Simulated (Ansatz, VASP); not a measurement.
# Two plane-wave programs on Si3S2

The input INCAR:

```
PREC = Accurate
ENCUT = 520
EDIFF = 1E-7
ISMEAR = 0
SIGMA = 0.1
LREAL = False
LASPH = True
NELM = 80
ALGO = Normal
ISIF = 2
LWAVE = False
LCHARG = False
GGA = PE
NBANDS = 20
```

KPOINTS

```
Automatic mesh
0
Gamma
  6 6 6
```

POSCAR

```
Si3S2
1.0
    1.7775595700      1.0262745000      8.1908751400
   -1.7775595700      1.0262745000      8.1908751400
    0.0000000000     -2.0525489900      8.1908751400
Si S
3 2
Direct
    0.0000000000      0.0000000000      0.0000000000
    0.2117000100      0.2117000100      0.2117000100
    0.7882999900      0.7882999900      0.7882999900
    0.4007999900      0.4007999900      0.4007999900
    0.5992000100      0.5992000100      0.5992000100
```

Input for Ansatz:

```yaml
crystal:
  lattice:
    - [1.77755957, 1.0262745, 8.19087514]
    - [-1.77755957, 1.0262745, 8.19087514]
    - [0.0, -2.05254899, 8.19087514]
  atoms:
    - { symbol: Si, position: [0.0, 0.0, 0.0] }
    - { symbol: Si, position: [0.21170001, 0.21170001, 0.21170001] }
    - { symbol: Si, position: [0.78829999, 0.78829999, 0.78829999] }
    - { symbol: S, position: [0.40079999, 0.40079999, 0.40079999] }
    - { symbol: S, position: [0.59920001, 0.59920001, 0.59920001] }
basis:
  ecutwfc: 420
kpoints:
  mp_grid: { grid: [6, 6, 6] }
hamiltonian:
  xc: pbe
scf:
  occupations: { method: gaussian, width: 0.1 }
  lower_state_search: "off"
output:
  forces: true
  stress: true
  eigenvalues: true
```

Change from the starting cell: species swapped into the Bi2Se3 type (R-3m, No. 166).

Alike in both runs: task single point; functional PBE; k mesh 6 × 6 × 6; occupations gaussian, width 0.1 eV; no spin polarisation.

|  | VASP | Ansatz |
| --- | --- | --- |
| version | VASP 6.6.1 | Ansatz 0.2.0 |
| potentials or method | VASP PAW PBE potentials, release 64 (Si, S), cutoff 520 eV | scalar-relativistic, plane waves, PAW |
| valence electrons in the cell | 24 | 24 |

Ansatz gave:

- gap on the k mesh at the Fermi level (eV): none
- pressure (GPa): -0.8
- traceless stress, the component that is largest in VASP (GPa): 2.58
- rms of the force components (eV/Å): 0.782

Q: What did VASP give for the same quantities?

A: gap on the k mesh at the Fermi level (eV): none; pressure (GPa): -0.8; traceless stress, the component that is largest in VASP (GPa): 2.63; rms of the force components (eV/Å): 0.779.

Atom by atom the forces differ by 0.004 eV/Å (rms over components). A gap of «none» marks a metal or a gap that the smearing closes.
